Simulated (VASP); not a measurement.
## CuO: single point with PBEsol

The system is CuO.

```
Cu O
1.0
     2.90279    0.01283   -0.03408
     0.05222    2.84489    0.00261
    -0.04356    0.02263    5.27315
Cu O
2 2
Direct
  0.51070 0.00534 0.49840
  0.05379 0.47809 0.99029
  0.95681 0.97912 0.24962
  0.02539 0.00127 0.76859
```

| Item | Value |
| --- | --- |
| Program | VASP 6.6.1 |
| Task | single point |
| Functional | PBEsol |
| Potentials or basis | VASP PAW PBE potentials, release 64 (Cu_sv_GW, O) |
| Cutoff | 820 eV |
| k mesh | 6 × 6 × 4 |
| Occupations | gaussian, width 0.1 eV |
| Spin | no spin polarisation |

```
Pressure               : -4.0 GPa
Largest force          : 2.165 eV/Å
Band gap on the k mesh : zero (bands 25 and 26 overlap by 0.79 eV)
```

Forces in eV/Å, atoms in the order of the input:
```
Cu  -0.705 -0.201  0.474
Cu  -0.836  0.832  1.816
O    1.162  0.043 -0.318
O    0.378 -0.675 -1.971
```

Stress tensor (GPa, compression positive):
```
-6.13  0.09 -1.23
 0.09  2.34  2.59
-1.23  2.59 -8.08
```

Levels at points of the mesh, in eV from the Fermi level:
```tsv
k point	band 21	band 22	band 23	band 24	band 25	band 26	band 27	band 28	band 29	band 30
(0.00, 0.00, 0.00)	-2.11	-2.08	-2.05	-1.92	0.47	0.82	1.40	6.11	7.14	13.42
(0.50, 0.00, 0.00)	-1.94	-1.81	-1.57	-1.31	0.23	0.64	3.57	5.78	6.43	10.83
(0.00, 0.50, 0.00)	-2.32	-1.75	-1.43	-1.21	-0.06	0.59	3.29	6.30	6.46	11.26
(0.50, 0.50, 0.00)	-2.30	-2.01	-1.56	-1.21	-0.93	1.13	2.33	7.01	9.52	9.79
(0.00, 0.00, 0.50)	-2.23	-2.09	-1.34	-1.27	-0.02	0.36	3.39	3.61	11.04	11.34
(0.50, 0.00, 0.50)	-2.16	-2.05	-1.78	-1.74	-0.11	0.83	4.52	5.40	8.00	9.19
(0.00, 0.50, 0.50)	-2.34	-2.01	-1.97	-1.65	-0.07	0.55	3.95	6.27	8.38	8.65
(0.50, 0.50, 0.50)	-1.83	-1.80	-1.40	-1.18	-0.52	-0.29	3.91	4.16	10.09	10.92
```

Wall time 3.3 min on 1 thread of Intel(R) Xeon(R) Platinum 8488C (Sapphire Rapids) (shared host), peak memory 0.34 GiB.

Caveat: the k points lie up to 0.37 Å⁻¹ apart, too coarse for converged energies and pressures of a metal; the PAW data sets were made with another functional, which shifts forces and pressure a little; semilocal functionals often make such compounds metallic where correlation or magnetic order opens a gap, which also shifts bond lengths. With open d or f shells a metallic result of PBEsol can be an artefact of self-interaction; +U or a hybrid may open a gap.
